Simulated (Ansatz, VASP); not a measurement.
# ZrB2 in VASP and in Ansatz

Contents of POSCAR:

```
ZrB2
1.0
    3.1700000000      0.0000000000      0.0000000000
   -1.5850000000      2.7453005300      0.0000000000
    0.0000000000      0.0000000000      3.5330000000
Zr B
1 2
Direct
    0.0000000000      0.0000000000      0.0000000000
    0.6666666667      0.3333333333      0.5000000000
    0.3333333333      0.6666666667      0.5000000000
```

INCAR.step1

```
PREC = Accurate
ENCUT = 520
EDIFF = 1E-5
ISMEAR = -1
SIGMA = 0.05
LREAL = F
LASPH = T
NELM = 60
ALGO = Normal
ISIF = 2
LWAVE = T
LCHARG = F
GGA = PE
NBANDS = 16
```

INCAR.step2

```
PREC = Accurate
ENCUT = 520
EDIFF = 1E-6
ISMEAR = -1
SIGMA = 0.05
LREAL = F
LASPH = T
NELM = 60
ALGO = Normal
ISIF = 2
LWAVE = F
LCHARG = F
METAGGA = R2SCAN
LHFCALC = T
AEXX = 0.25
LMIXTAU = T
PRECFOCK = Normal
ISTART = 1
NBANDS = 16
```

Contents of KPOINTS:

```
regular mesh
0
Gamma
  6 6 4
```

File input.yaml:

```yaml
crystal:
  lattice:
    - [3.17, 0.0, 0.0]
    - [-1.585, 2.74530053, 0.0]
    - [0.0, 0.0, 3.533]
  atoms:
    - { symbol: Zr, position: [0.0, 0.0, 0.0] }
    - { symbol: B, position: [0.6666666667, 0.3333333333, 0.5] }
    - { symbol: B, position: [0.3333333333, 0.6666666667, 0.5] }
hamiltonian:
  xc: r2scan0
  pseudopotentials: { kind: paw }
kpoints:
  mp_grid: { grid: [6, 6, 4] }
scf:
  occupations: { method: fermi_dirac, width: 0.05 }
output:
  forces: true
  stress: true
  eigenvalues: true
  write_density: true
  write_potential: true
  elf: true
  volumetric_format: npy
```

Alike in both runs: task single point; functional r2SCAN0; k mesh 6 × 6 × 4; occupations fermi-dirac, width 0.05 eV; no spin polarisation.

|  | VASP | Ansatz |
| --- | --- | --- |
| version | VASP 6.6.1 | Ansatz 0.2.0 |
| potentials or method | VASP PAW PBE potentials, release 64 (Zr_sv, B) | Ansatz PAW |
| plane-wave cutoff (eV) | 520 | 500 |
| valence electrons in the cell | 18 | 18 |

Ansatz gave:

```
gap on the k mesh at the Fermi level (eV)                     : none
pressure (GPa)                                                : -1.8
traceless stress, the component that is largest in VASP (GPa) : -1.21
```

Problem. Estimate VASP's values.

Solution. gap on the k mesh at the Fermi level (eV): none; pressure (GPa): -1.8; traceless stress, the component that is largest in VASP (GPa): -1.16.

VASP's potentials were made for PBE, not for r2SCAN0. A gap of «none» marks a metal or a gap that the smearing closes.

The k mesh is coarse, so the values compare programs but aren't converged.
